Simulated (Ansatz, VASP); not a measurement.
Two plane-wave programs on Ge

INCAR

```
PREC     = Accurate       # precision mode
ENCUT    = 520            # plane-wave cutoff, eV
EDIFF    = 1E-7           # SCF threshold, eV
ISMEAR   = 0              # smearing method
SIGMA    = 0.1            # smearing width, eV
LREAL    = F              # projectors in reciprocal space
LASPH    = T              # aspherical terms in the spheres
NELM     = 100            # most SCF steps
ALGO     = Normal         # electronic algorithm
ISIF     = 2              # what is computed and relaxed
LWAVE    = F              # write WAVECAR
LCHARG   = T              # write CHGCAR
GGA      = PE             # functional
LELF     = T              # ELF
LVHAR    = T            
NBANDS   = 81             # bands
```

KPOINTS

```
regular mesh
0
Gamma
  6 6 1
```

File POSCAR:

```
Ge
1.0
    4.0674616000      0.0000000000      0.0000000000
   -2.0337308000      3.5225251000      0.0000000000
    0.0000000000      0.0000000000     16.6656112000
Ge
10
Direct
    0.3333333000      0.6666667000      0.1247700000
    0.3333333000      0.6666667000      0.5250990000
    0.6666667000      0.3333333000      0.7257830000
    0.0000000000      0.0000000000      0.9252080000
    0.6666667000      0.3333333000      0.3242990000
    0.3333333000      0.6666667000      0.6757010000
    0.0000000000      0.0000000000      0.0747920000
    0.6666667000      0.3333333000      0.8752300000
    0.3333333000      0.6666667000      0.2742170000
    0.6666667000      0.3333333000      0.4749010000
```

Input for Ansatz:

```yaml
crystal:
  lattice:
    - [4.0674616, 0.0, 0.0]
    - [-2.0337308, 3.5225251, 0.0]
    - [0.0, 0.0, 16.6656112]
  atoms:
    - { symbol: Ge, position: [0.3333333, 0.6666667, 0.12477] }
    - { symbol: Ge, position: [0.3333333, 0.6666667, 0.525099] }
    - { symbol: Ge, position: [0.6666667, 0.3333333, 0.725783] }
    - { symbol: Ge, position: [0.0, 0.0, 0.925208] }
    - { symbol: Ge, position: [0.6666667, 0.3333333, 0.324299] }
    - { symbol: Ge, position: [0.3333333, 0.6666667, 0.675701] }
    - { symbol: Ge, position: [0.0, 0.0, 0.074792] }
    - { symbol: Ge, position: [0.6666667, 0.3333333, 0.87523] }
    - { symbol: Ge, position: [0.3333333, 0.6666667, 0.274217] }
    - { symbol: Ge, position: [0.6666667, 0.3333333, 0.474901] }
basis:
  ecutwfc: 420
kpoints:
  mp_grid: { grid: [6, 6, 1] }
hamiltonian:
  xc: pbe
scf:
  occupations: { method: gaussian, width: 0.1 }
  lower_state_search: "off"
output:
  forces: true
  stress: true
  eigenvalues: true
```

Alike in both runs: task single point; functional PBE; k mesh 6 × 6 × 1; occupations gaussian, width 0.1 eV; no spin polarisation.

```csv
,VASP,Ansatz
version,VASP 6.6.1,Ansatz 0.2.0
potentials or method,"VASP PAW PBE potentials, release 64 (Ge_d), cutoff 520 eV","scalar-relativistic, plane waves, PAW"
valence electrons in the cell,140,140
```

|  | VASP | Ansatz | Ansatz less VASP |
| --- | --- | --- | --- |
| gap on the k mesh at the Fermi level (eV) | 0.09 | 0.09 | +0.003 |
| least direct gap on the mesh (eV) | 0.09 | 0.09 | +0.003 |
| pressure (GPa) | 0.2 | 0.2 | +0.05 |
| traceless stress, the component that is largest in VASP (GPa) | -0.56 | -0.56 | -0.007 |
| rms of the force components (eV/Å) | 0.016 | 0.016 | 0.0000 |

Atom by atom the forces differ by 0.000 eV/Å (rms over components). The functional is the same, so the differences come from potentials, cutoffs and numerics.
